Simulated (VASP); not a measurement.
# Cd (P6_3/mmc) in VASP: electric field gradients with PBE

Aim: the electric field gradients of Cd with PBE.

All numbers are computed with VASP 6.6.1; they aren't measurements. Logs are shortened: lines on timing, memory, paths and dates and some standing lists are left out, and cuts for length are marked.

### 1 The cell of the first run

Symmetry: P6_3/mmc, No. 194, hexagonal system. Conventional cell: a = 2.979 Å, b = 2.979 Å, c = 5.618 Å, α = 90.00°, β = 90.00°, γ = 120.00°. Within 3.9 Å of Cd (site symmetry -6m2) lie 12 Cd at 2.98 to 3.29 Å.

### 2 Electric field gradients, PBE, non-collinear spin, zero start, spin-orbit coupling

INCAR reads:

```
  PREC = Accurate
  ENCUT = 520
  EDIFF = 1E-8
  ISMEAR = -1
  SIGMA = 0.05
  LREAL = False
  LASPH = True
  NELM = 150
  ALGO = Normal
  ISIF = 2
  LWAVE = False
  LCHARG = False
  MAGMOM = 0 0 0 0 0 0
  LORBIT = 11
  LSORBIT = True
  GGA_COMPAT = False
  LORBMOM = True
  GGA = PE
  LEFG = True
  NBANDS = 36
```

KPOINTS reads:

```
Automatic mesh
0
Gamma
  13 13 6
```

POSCAR reads:

```
Cd
1.0
    2.9788725081      0.0000000000      0.0000000000
   -1.4894362540      2.5797792666      0.0000000000
    0.0000000000      0.0000000000      5.6176500000
Cd
2
Direct
    0.3333333333      0.6666666667      0.2500000000
    0.6666666667      0.3333333333      0.7500000000
```

Potentials or basis: VASP PAW PBE potentials, release 64 (Cd).

Command:

```
> cat potpaw_PBE.64/Cd/POTCAR > POTCAR
> mpirun -np 1 vasp_ncl > vasp.out
```

OUTCAR:

```text
PREC = Accurate
   ENCUT = 520
   EDIFF = 1E-8
   ISMEAR = -1
   LREAL = False
   LASPH = True
   NELM = 150
   ISIF = 2
   LORBIT = 11
   LSORBIT = True
   GGA = PE

 ion  position               nearest neighbor table
   1  0.333  0.667  0.250-   2 3.29   2 3.29   2 3.29   2 3.29   2 3.29   2 3.29
   2  0.667  0.333  0.750-   1 3.29   1 3.29   1 3.29   1 3.29   1 3.29   1 3.29

  LATTYP: Found a hexagonal cell.
 ALAT       =     2.9788725081
 C/A-ratio  =     1.8858309594

  Lattice vectors:

 A1 = (   2.9788725081,   0.0000000000,   0.0000000000)
 A2 = (  -1.4894362540,   2.5797792666,   0.0000000000)
 A3 = (   0.0000000000,   0.0000000000,   5.6176500000)

Analysis of symmetry for initial positions (statically):
=====================================================================
 Subroutine PRICEL returns:
 Original cell was already a primitive cell.

 Routine SETGRP: Setting up the symmetry group for a
 hexagonal supercell.

 Subroutine GETGRP returns: Found 24 space group operations
 (whereof 12 operations were pure point group operations)
 out of a pool of 24 trial point group operations.

The static configuration has the point symmetry D_3d.
 The point group associated with its full space group is D_6h.

Analysis of symmetry for dynamics (positions and initial velocities):
=====================================================================
 Subroutine PRICEL returns:
 Original cell was already a primitive cell.

 Routine SETGRP: Setting up the symmetry group for a
 hexagonal supercell.

 Subroutine GETGRP returns: Found 24 space group operations
 (whereof 12 operations were pure point group operations)
 out of a pool of 24 trial point group operations.

The dynamic configuration has the point symmetry D_3d.
 The point group associated with its full space group is D_6h.

Analysis of structural, dynamic, and magnetic symmetry:
=====================================================================
 Subroutine PRICEL returns:
 Original cell was already a primitive cell.

 Routine SETGRP: Setting up the symmetry group for a
 hexagonal supercell.

 Subroutine GETGRP returns: Found 24 space group operations
 (whereof 12 operations were pure point group operations)
 out of a pool of 24 trial point group operations.

The overall configuration has the point symmetry D_3d.
 The point group associated with its full space group is D_6h.

 Subroutine INISYM returns: Found 24 space group operations
 (whereof 12 operations are pure point group operations),
 and found     1 'primitive' translations

----------------------------------------------------------------------------------------

                                     Primitive cell

  volume of cell :      43.1707

  direct lattice vectors                    reciprocal lattice vectors
     2.978872508  0.000000000  0.000000000     0.335697482  0.193815032  0.000000000
    -1.489436254  2.579779267  0.000000000     0.000000000  0.387630063  0.000000000
     0.000000000  0.000000000  5.617650000     0.000000000  0.000000000  0.178010378

  length of vectors
     2.978872508  2.978872508  5.617650000     0.387630063  0.387630063  0.178010378

  position of ions in fractional coordinates (direct lattice)
     0.333333333  0.666666667  0.250000000
     0.666666667  0.333333333  0.750000000

  ion indices of the primitive-cell ions
   primitive index   ion index
                 1           1
                 2           2

----------------------------------------------------------------------------------------

[... 1073 lines left out ...]
  Total        0.9522407      0.9522407      0.5557293      0.0000000     -0.0000000     -0.0000000
  in kB       35.3401336     35.3401336     20.6245634      0.0000000     -0.0000000     -0.0000000
  external PRESSURE =      30.4349435 kB  Pullay stress =       0.0000000 kB

 VOLUME and BASIS-vectors are now :
 -----------------------------------------------------------------------------
  energy-cutoff  :      520.00
  volume of cell :       43.17
      direct lattice vectors                 reciprocal lattice vectors
     2.978872508  0.000000000  0.000000000     0.335697482  0.193815032  0.000000000
    -1.489436254  2.579779267  0.000000000     0.000000000  0.387630063  0.000000000
     0.000000000  0.000000000  5.617650000     0.000000000  0.000000000  0.178010378

 POSITION                                       TOTAL-FORCE (eV/Angst)
 -----------------------------------------------------------------------------------
     -0.00000      1.71985      1.40441        -0.000000      0.000000      0.000000
      1.48944      0.85993      4.21324         0.000000     -0.000000      0.000000
 -----------------------------------------------------------------------------------
    total drift:                                0.000000     -0.000000      0.000000

  FREE ENERGIE OF THE ION-ELECTRON SYSTEM (eV)
  ---------------------------------------------------
  free  energy   TOTEN  =        -1.5392291077 eV

  energy  without entropy=       -1.5353625219  energy(sigma->0) =       -1.53729581

 Electric field gradients (V/A^2)
---------------------------------------------------------------------
 ion       V_xx      V_yy      V_zz      V_xy      V_xz      V_yz
---------------------------------------------------------------------
   1     -39.818   -39.816    79.634     0.001    -0.000     0.000
   2     -39.818   -39.816    79.634     0.001     0.000    -0.000
---------------------------------------------------------------------

 Electric field gradients after diagonalization (V/A^2)
 (convention: |V_zz| > |V_xx| > |V_yy|)
----------------------------------------------------------------------
 ion       V_xx      V_yy      V_zz     asymmetry (V_yy - V_xx)/ V_zz
----------------------------------------------------------------------
   1     -39.818   -39.816    79.634       0.000
   2     -39.818   -39.816    79.634       0.000
----------------------------------------------------------------------

           NMR quadrupolar parameters

 Cq : quadrupolar parameter    Cq=e*Q*V_zz/h
 eta: asymmetry parameters     (V_yy - V_xx)/ V_zz
 Q  : nuclear electric quadrupole moment in mb (millibarn)
----------------------------------------------------------------------
 ion       Cq(MHz)       eta       Q (mb)
----------------------------------------------------------------------
   1       0.193       0.000       1.000
   2       0.193       0.000       1.000
----------------------------------------------------------------------

 orbital moment (x)

 # of ion     p       d       tot
 ----------------------------------------
  1        -0.000  -0.000  -0.000
  2        -0.000  -0.000  -0.000
 ----------------------------------------
           -0.000  -0.000  -0.000

 orbital moment (y)

 # of ion     p       d       tot
 ----------------------------------------
  1        -0.000   0.000   0.000
  2        -0.000   0.000   0.000
 ----------------------------------------
           -0.000   0.000   0.000

 orbital moment (z)

 # of ion     p       d       tot
 ----------------------------------------
  1        -0.000   0.000  -0.000
  2        -0.000   0.000  -0.000
 ----------------------------------------
           -0.000   0.000  -0.000

 Spin-Orbit-Coupling matrix elements

 Ion:    1  E_soc:     -0.0599421
 l=   1
     0.0000000    -0.0026935    -0.0029913
    -0.0026935     0.0000000    -0.0026935
    -0.0029913    -0.0026935     0.0000000
 l=   2
     0.0000000    -0.0014538     0.0000000    -0.0014538    -0.0058461
    -0.0014538     0.0000000    -0.0042507    -0.0014300    -0.0014538
     0.0000000    -0.0042507     0.0000000    -0.0042507     0.0000000
    -0.0014538    -0.0014300    -0.0042507     0.0000000    -0.0014538
    -0.0058461    -0.0014538     0.0000000    -0.0014538     0.0000000
 l=   3
     0.0000000     0.0000000     0.0000000     0.0000000     0.0000000     0.0000000     0.0000000
     0.0000000     0.0000000     0.0000000     0.0000000     0.0000000     0.0000000     0.0000000
     0.0000000     0.0000000     0.0000000     0.0000000     0.0000000     0.0000000     0.0000000
     0.0000000     0.0000000     0.0000000     0.0000000     0.0000000     0.0000000     0.0000000
     0.0000000     0.0000000     0.0000000     0.0000000     0.0000000     0.0000000     0.0000000
     0.0000000     0.0000000     0.0000000     0.0000000     0.0000000     0.0000000     0.0000000
     0.0000000     0.0000000     0.0000000     0.0000000     0.0000000     0.0000000     0.0000000

 Ion:    2  E_soc:     -0.0599421
 l=   1
     0.0000000    -0.0026935    -0.0029913
    -0.0026935     0.0000000    -0.0026935
    -0.0029913    -0.0026935     0.0000000
 l=   2
     0.0000000    -0.0014538     0.0000000    -0.0014538    -0.0058461
    -0.0014538     0.0000000    -0.0042507    -0.0014300    -0.0014538
     0.0000000    -0.0042507     0.0000000    -0.0042507     0.0000000
    -0.0014538    -0.0014300    -0.0042507     0.0000000    -0.0014538
    -0.0058461    -0.0014538     0.0000000    -0.0014538     0.0000000
 l=   3
     0.0000000     0.0000000     0.0000000     0.0000000     0.0000000     0.0000000     0.0000000
     0.0000000     0.0000000     0.0000000     0.0000000     0.0000000     0.0000000     0.0000000
     0.0000000     0.0000000     0.0000000     0.0000000     0.0000000     0.0000000     0.0000000
     0.0000000     0.0000000     0.0000000     0.0000000     0.0000000     0.0000000     0.0000000
     0.0000000     0.0000000     0.0000000     0.0000000     0.0000000     0.0000000     0.0000000
     0.0000000     0.0000000     0.0000000     0.0000000     0.0000000     0.0000000     0.0000000
     0.0000000     0.0000000     0.0000000     0.0000000     0.0000000     0.0000000     0.0000000

 total charge

# of ion       s       p       d       tot
------------------------------------------
    1        0.524   0.312   9.485  10.321
    2        0.524   0.312   9.485  10.321
--------------------------------------------------
tot          1.048   0.624  18.969  20.641

 magnetization (x)

# of ion       s       p       d       tot
------------------------------------------
    1        0.000   0.000   0.000   0.000
    2        0.000   0.000  -0.000   0.000
--------------------------------------------------
tot          0.000   0.000   0.000   0.000

 magnetization (y)

# of ion       s       p       d       tot
------------------------------------------
    1        0.000   0.000   0.000   0.000
    2        0.000   0.000   0.000   0.000
--------------------------------------------------
tot          0.000   0.000   0.000   0.000

 magnetization (z)

# of ion       s       p       d       tot
------------------------------------------
    1        0.000   0.000   0.000   0.000
    2        0.000   0.000   0.000   0.000
--------------------------------------------------
tot          0.000   0.000   0.000   0.000
```

Run time: 3.1 min. Hardware: 1 thread of Intel Xeon Platinum 8259CL at 2.50GHz (Skylake/Cascade Lake), shared host; peak memory 0.36 GiB.

Results:

- Free energy: -1.5392 eV
- Pressure: 3.0 GPa
- Net moment: 0.00 μB per cell
- Largest electric field gradient by atom: Cd +79.6 V/Å²
- Valence electrons inside the program's atomic spheres: Cd 10.32

Moments on the atoms (μB; x, y, z):
```
Cd  0.00 0.00 0.00
Cd  0.00 0.00 0.00
```

Electric field gradients, principal values (V/Å²):
```tsv
atom	least	middle	greatest (by size)
1 Cd	-39.816	-39.818	79.634
2 Cd	-39.816	-39.818	79.634
```

Caveat: the cell stands under pressure; without QUAD_EFG the Cq values of the log hold for a quadrupole moment of 1 mb, not for the nuclei.
